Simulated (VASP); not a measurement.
# Nb (I4/mmm) in VASP: further runs

The runs below take Nb through single point, with PBE.

Everything below comes from runs of VASP 6.6.1. Logs are shortened: lines on timing, memory, paths and dates and some standing lists are left out, and cuts for length are marked.

**1. The cell of the first run**

The structure is tetragonal, space group I4/mmm (No. 139). The conventional cell has a = 3.615 Å, b = 3.615 Å, c = 2.820 Å, α = 90.00°, β = 90.00°, γ = 90.00°. Nb (site symmetry 4/mmm) has 14 Nb at 2.82 to 3.62 Å within 3.7 Å.

**2. Single point, PBE**

The input, INCAR:

```
SYSTEM = Nb
PREC = Accurate
ENCUT = 520
EDIFF = 1E-6
ISMEAR = 0
SIGMA = 0.15
LREAL = .False.
LASPH = .True.
NELM = 60
ALGO = Fast
ISIF = 2
LWAVE = .False.
LCHARG = .False.
GGA = PE
NBANDS = 12
```

The input, KPOINTS:

```
Automatic mesh
0
Gamma
  22 22 22
  0 0 0
```

The input, POSCAR:

```
Nb
1.0
   -1.8076266594      1.8076266594      1.4099487944
    1.8076266594     -1.8076266594      1.4099487944
    1.8076266594      1.8076266594     -1.4099487944
Nb
1
Direct
    0.0000000000      0.0000000000      0.0000000000
```

Potentials or basis: VASP PAW PBE potentials, release 64 (Nb_sv).

Command:

```bash
> cat potpaw_PBE.64/Nb_sv/POTCAR > POTCAR
> mpirun -np 1 vasp_std > vasp.out
```

OUTCAR:

```text
SYSTEM = Nb
   PREC = Accurate
   ENCUT = 520
   EDIFF = 1E-6
   ISMEAR = 0
   LREAL = .False.
   LASPH = .True.
   NELM = 60
   ISIF = 2
   GGA = PE

 ion  position               nearest neighbor table
   1  0.000  0.000  0.000-

  LATTYP: Found a body centered tetragonal cell.
 ALAT       =     3.6152533188
 C/A-ratio  =     0.7800000000

  Lattice vectors:

 A1 = (  -1.8076266594,   1.8076266594,   1.4099487944)
 A2 = (   1.8076266594,  -1.8076266594,   1.4099487944)
 A3 = (   1.8076266594,   1.8076266594,  -1.4099487944)

Analysis of symmetry for initial positions (statically):
=====================================================================
 Subroutine PRICEL returns:
 Original cell was already a primitive cell.

 Routine SETGRP: Setting up the symmetry group for a
 body centered tetragonal supercell.

 Subroutine GETGRP returns: Found 16 space group operations
 (whereof 16 operations were pure point group operations)
 out of a pool of 16 trial point group operations.

The static configuration has the point symmetry D_4h.

Analysis of symmetry for dynamics (positions and initial velocities):
=====================================================================
 Subroutine PRICEL returns:
 Original cell was already a primitive cell.

 Routine SETGRP: Setting up the symmetry group for a
 body centered tetragonal supercell.

 Subroutine GETGRP returns: Found 16 space group operations
 (whereof 16 operations were pure point group operations)
 out of a pool of 16 trial point group operations.

The dynamic configuration has the point symmetry D_4h.

 Subroutine INISYM returns: Found 16 space group operations
 (whereof 16 operations are pure point group operations),
 and found     1 'primitive' translations

----------------------------------------------------------------------------------------

                                     Primitive cell

  volume of cell :      18.4281

  direct lattice vectors                    reciprocal lattice vectors
    -1.807626659  1.807626659  1.409948794     0.000000000  0.276605790  0.354622808
     1.807626659 -1.807626659  1.409948794     0.276605790  0.000000000  0.354622808
     1.807626659  1.807626659 -1.409948794     0.276605790  0.276605790  0.000000000

  length of vectors
     2.919414990  2.919414990  2.919414990     0.449742258  0.449742258  0.391179660

  position of ions in fractional coordinates (direct lattice)
     0.000000000  0.000000000  0.000000000

  ion indices of the primitive-cell ions
   primitive index   ion index
                 1           1

----------------------------------------------------------------------------------------

 KPOINTS: Automatic mesh

Automatic generation of k-mesh.
 Grid dimensions read from file:
 generate k-points for:   22   22   22

 Generating k-lattice:

  Cartesian coordinates                     Fractional coordinates (reciprocal lattice)
     0.000000000  0.012572990  0.016119219     0.045454545 -0.000000000  0.000000000
     0.012572990  0.000000000  0.016119219    -0.000000000  0.045454545  0.000000000
     0.012572990  0.012572990  0.000000000     0.000000000  0.000000000  0.045454545

  Length of vectors
     0.020442830  0.020442830  0.017780894

  Shift w.r.t. Gamma in fractional coordinates (k-lattice)
     0.000000000  0.000000000  0.000000000

 Subroutine IBZKPT returns following result:
 ===========================================

 Found    834 irreducible k-points:

 Following reciprocal coordinates:
            Coordinates               Weight
  0.000000  0.000000  0.000000      1.000000
  0.045455  0.000000 -0.000000      8.000000
  0.090909  0.000000 -0.000000      8.000000
  0.136364  0.000000  0.000000      8.000000
  0.181818  0.000000 -0.000000      8.000000
  0.227273  0.000000  0.000000      8.000000
[... 16 lines left out ...]
  0.500000  0.045455  0.000000     16.000000
 -0.454545  0.045455 -0.000000     16.000000
 [... further k-points ...]
   k-points           NKPTS =    834   k-points in BZ     NKDIM =    834   number of bands    NBANDS=     12
   number of dos      NEDOS =    301   number of ions     NIONS =      1
   total plane-waves  NPLWV =  13824
   dimension x,y,z NGX =    24 NGY =   24 NGZ =   24
   dimension x,y,z NGXF=    48 NGYF=   48 NGZF=   48
   ions per type =               1
   NGX,Y,Z   is equivalent  to a cutoff of  13.67, 13.67, 13.67 a.u.
   NGXF,Y,Z  is equivalent  to a cutoff of  27.33, 27.33, 27.33 a.u.
 SYSTEM =  Nb
   PREC   = accura    normal or accurate (medium, high low for compatibility)
   ISTART =      0    job   : 0-new  1-cont  2-samecut
   ICHARG =      2    charge: 1-file 2-atom 10-const
   ISPIN  =      1    spin polarized calculation?
   LNONCOLLINEAR =      F non collinear calculations
   LSORBIT =      F    spin-orbit coupling
   LASPH  =      T    aspherical Exc in radial PAW
   ENCUT  =  520.0 eV  38.22 Ry    6.18 a.u.   5.43  5.43  5.43*2*pi/ulx,y,z
   NELM   =     60;   NELMIN=  2; NELMDL= -5     # of ELM steps
   EDIFF  = 0.1E-05   stopping-criterion for ELM
   LREAL  =      F    real-space projection
   EDIFFG = 0.1E-04   stopping-criterion for IOM
   NSW    =      0    number of steps for IOM
   IBRION =     -1    ionic relax: 0-MD 1-quasi-New 2-CG
   NFREE  =      0    steps in history (QN), initial steepest desc. (CG)
   ISIF   =      2    stress and relaxation
   ISYM   =      2    0-nonsym 1-usesym 2-fastsym
   POTIM  = 0.5000    time-step for ionic-motion
   TEBEG  =    0.0;   TEEND  =   0.0 temperature during run
   PSTRESS=    0.0 pullay stress
   NELECT =      13.0000    total number of electrons
   NUPDOWN=      -1.0000    fix difference up-down
   EMIN   =  10.00;   EMAX   =-10.00  energy-range for DOS
   EFERMI =   0.00;   METHOD = LEGACY
   ISMEAR =     0;   SIGMA  =   0.15  broadening in eV -4-tet -1-fermi 0-gaus
   EFERMI_NEDOS =   21; number of points for ismear=-14 and -15
   IALGO  =     68    algorithm
   IMIX   =      4    mixing-type and parameters
     AMIX     =   0.40;   BMIX     =  1.00
     AMIX_MAG =   1.60;   BMIX_MAG =  1.00
  volume/ion in A,a.u.               =      18.43       124.36
  Fermi-wavevector in a.u.,A,eV,Ry     =   1.457345  2.753983 28.896790  2.123854
  Thomas-Fermi vector in A             =   2.574157
   LORBIT       =      0    0 simple, 1 ext, 2 COOP (PROOUT), +10 PAW based schemes
   GGA     = PE    functional components
   LHFCALC =     F    Hartree Fock is set to
   AEXX    =    0.0000 exact exchange contribution
   IVDW    =     0    specifies the selected vdW correction
   LEPSILON=     F    determine dielectric tensor
   LRPA    =     F    only Hartree local field effects (RPA)
 non-spin polarized calculation
 RMM-DIIS sequential band-by-band and
 Gauss-broadening in eV      SIGMA  =   0.15
  energy-cutoff  :      520.00
  volume of cell :       18.43
 maximum number of plane-waves:       511
 NGX is ok and might be reduce to    24
   NGX = 11   NGY = 11   NGZ = 11

 number of electron      13.0000001 magnetization

 Free energy of the ion-electron system (eV)
  ---------------------------------------------------
  ext. energy  EPLUGINS =         0.00000000
  ---------------------------------------------------
  free energy    TOTEN  =       -10.01155950 eV

  energy without entropy =       -9.99539579  energy(sigma->0) =      -10.00347764

 E-fermi :  11.1657     XC(G=0): -12.3646

 val. band max:       11.1626825961   @ k =   0.4545   0.1818   0.0909
 cond. band min:      11.1660116023   @ k =   0.2727   0.0909  -0.0000
 fundamental gap:      0.0033290062
 Fermi energy:        11.1657314061

 k-point     1 :       0.0000    0.0000    0.0000
  band No.  band energies     occupation
      1     -43.5601      2.00000
      2     -18.9645      2.00000
      3     -18.9645      2.00000
      4     -18.6846      2.00000
      5       4.9925      2.00000
      6       9.6561      2.00000
      7      11.6401      0.00001
      8      12.7931      0.00000
      9      12.7931      0.00000
     10      15.3467      0.00000
     11      24.0757      0.00000
     12      24.0757      0.00000

 k-point     2 :       0.0455    0.0000   -0.0000
  band No.  band energies     occupation
      1     -43.5543      2.00000
      2     -18.9748      2.00000
      3     -18.9720      2.00000
      4     -18.7115      2.00000
      5       5.0873      2.00000
      6       9.6939      2.00000
      7      11.6857      0.00000
      8      12.7243      0.00000
      9      12.7336      0.00000
     10      15.2726      0.00000
     11      24.2745      0.00000
     12      24.2779      0.00000

 k-point     3 :       0.0909    0.0000   -0.0000
  band No.  band energies     occupation
      1     -43.5374      2.00000
      2     -19.0112      2.00000
      3     -18.9937      2.00000
      4     -18.7825      2.00000
      5       5.3632      2.00000
      6       9.7884      2.00000
      7      11.7757      0.00000
      8      12.5809      0.00000
      9      12.5952      0.00000
     10      15.0823      0.00000
     11      24.8259      0.00000
     12      24.8462      0.00000

 k-point     4 :       0.1364    0.0000    0.0000
  band No.  band energies     occupation
      1     -43.5107      2.00000
      2     -19.0950      2.00000
      3     -19.0277      2.00000
      4     -18.8659      2.00000
      5       5.7938      2.00000
      6       9.8768      2.00000
      7      11.7097      0.00000
      8      12.4892      0.00000
      9      12.6145      0.00000
     10      14.8395      0.00000
     11      25.5266      0.00000
     12      25.7301      0.00000

 k-point     5 :       0.1818    0.0000   -0.0000
  band No.  band energies     occupation
      1     -43.4761      2.00000
      2     -19.2429      2.00000
      3     -19.0711      2.00000
      4     -18.9289      2.00000
      5       6.3270      2.00000
      6       9.8646      2.00000
      7      11.4369      0.01058
      8      12.5619      0.00000
      9      12.9595      0.00000
     10      14.5943      0.00000
     11      25.7735      0.00000
     12      26.8532      0.00000
[... 228 lines left out ...]
      1     -43.2767      2.00000
      2     -20.1845      2.00000
      3     -19.3054      2.00000
      4     -19.1104      2.00000
      5       7.3226      2.00000
      6       8.6446      2.00000
      7      13.0490      0.00000
      8      13.9047      0.00000
      9      16.1440      0.00000
     10      16.6647      0.00000
     11      22.4636      0.00000
     12      24.5107      0.00000

 k-point    22 :       0.4545    0.0455    0.0000
  band No.  band energies     occupation
      1     -43.2671      2.00000
      2     -20.2256      2.00000
      3     -19.3220      2.00000
      4     -19.1165      2.00000
      5       7.2607      2.00000
      6       8.5757      2.00000
      7      13.3680      0.00000
      8      14.0136      0.00000
      9      16.5722      0.00000
     10      16.8155      0.00000
     11      22.5642      0.00000
     12      23.5361      0.00000

 k-point    23 :       0.5000    0.0455    0.0000
  band No.  band energies     occupation
      1     -43.2695      2.00000
      2     -20.2124      2.00000
      3     -19.3249      2.00000
      4     -19.1137      2.00000
      5       7.2654      2.00000
      6       8.5918      2.00000
      7      13.4994      0.00000
      8      13.9000      0.00000
      9      16.4824      0.00000
     10      16.7353      0.00000
     11      22.4196      0.00000
     12      23.8387      0.00000

 k-point    24 :      -0.4545    0.0455   -0.0000
  band No.  band energies     occupation
      1     -43.2838      2.00000
      2     -20.1462      2.00000
      3     -19.3138      2.00000
      4     -19.1020      2.00000
      5       7.3349      2.00000
      6       8.6907      2.00000
      7      13.2413      0.00000
      8      13.7664      0.00000
      9      16.0044      0.00000
     10      16.3683      0.00000
     11      22.3419      0.00000
     12      25.2136      0.00000

 [... further k-points ...]

------------------------ aborting loop because EDIFF is reached ----------------------------------------

  FORCE on cell =-STRESS in cart. coord.  units (eV):
  Direction    XX          YY          ZZ          XY          YZ          ZX
  --------------------------------------------------------------------------------------
  -------------------------------------------------------------------------------------
  Total       -0.5564229     -0.5564229      1.5444547      0.0000000      0.0000000      0.0000000
  in kB      -48.3765368    -48.3765368    134.2780270      0.0000000      0.0000000      0.0000000
  external PRESSURE =      12.5083178 kB  Pullay stress =       0.0000000 kB

 VOLUME and BASIS-vectors are now :
 -----------------------------------------------------------------------------
  energy-cutoff  :      520.00
  volume of cell :       18.43
      direct lattice vectors                 reciprocal lattice vectors
    -1.807626659  1.807626659  1.409948794     0.000000000  0.276605790  0.354622808
     1.807626659 -1.807626659  1.409948794     0.276605790  0.000000000  0.354622808
     1.807626659  1.807626659 -1.409948794     0.276605790  0.276605790  0.000000000

 POSITION                                       TOTAL-FORCE (eV/Angst)
 -----------------------------------------------------------------------------------
      0.00000      0.00000      0.00000         0.000000      0.000000      0.000000
 -----------------------------------------------------------------------------------
    total drift:                               -0.000000      0.000000      0.000000

  FREE ENERGIE OF THE ION-ELECTRON SYSTEM (eV)
  ---------------------------------------------------
  free  energy   TOTEN  =       -10.0115594999 eV

  energy  without entropy=       -9.9953957889  energy(sigma->0) =      -10.00347764
```

Run time: 89 s. Hardware: 1 thread of Intel Xeon 6975P-C (Granite Rapids), shared host; peak memory 0.29 GiB.

Results:

| Quantity | Value |
| --- | --- |
| Free energy | -10.0116 eV |
| Pressure | 1.3 GPa |
| Band gap on the k mesh | zero (an odd number of electrons rules out a gap without spin polarisation) |

**3. Single point, PBE**

The input, INCAR:

```
PREC = Accurate
ENCUT = 520
EDIFF = 1E-6
ISMEAR = 0
SIGMA = 0.15
LREAL = F
LASPH = T
NELM = 80
ALGO = Fast
ISIF = 2
LWAVE = F
LCHARG = F
GGA = PE
NBANDS = 12
```

The input, KPOINTS:

```
regular mesh
0
Gamma
  22 22 22
```

The input, POSCAR:

```
Nb
1.0
   -1.5246113712      1.5246113712      1.9819947826
    1.5246113712     -1.5246113712      1.9819947826
    1.5246113712      1.5246113712     -1.9819947826
Nb
1
Direct
    0.0000000000      0.0000000000      0.0000000000
```

Potentials or basis: VASP PAW PBE potentials, release 64 (Nb_sv).

Command:

```bash
> cat potpaw_PBE.64/Nb_sv/POTCAR > POTCAR
> mpirun -np 1 vasp_std > vasp.out
```

Run time: 1.7 min. Hardware: 1 thread of Intel Xeon 6975P-C (Granite Rapids), shared host; peak memory 0.29 GiB.

The run converged. Its results:

| Property | Result |
| --- | --- |
| Free energy | -9.9670 eV |
| Pressure | 1.5 GPa |
| Band gap on the k mesh | zero (an odd number of electrons rules out a gap without spin polarisation) |

Stress tensor (GPa, compression positive):
```
  7.42   0.00   0.00
  0.00   7.42   0.00
  0.00   0.00 -10.29
```

Levels at points of the mesh, in eV from the Fermi level:
| k point | band 4 | band 5 | band 6 | band 7 | band 8 | band 9 |
| --- | --- | --- | --- | --- | --- | --- |
| (0.00, 0.00, 0.00) | -30.05 | -6.20 | -0.11 | -0.11 | 0.84 | 2.14 |
| (0.50, 0.00, 0.00) | -30.14 | -3.84 | -0.56 | 0.58 | 1.52 | 4.51 |
| (0.50, 0.50, 0.00) | -30.35 | -4.06 | -3.21 | 3.26 | 4.71 | 4.92 |
| (0.50, 0.50, 0.50) | -30.61 | -4.10 | -3.47 | 4.80 | 4.81 | 5.41 |

(Continued in part 2 of 3.)
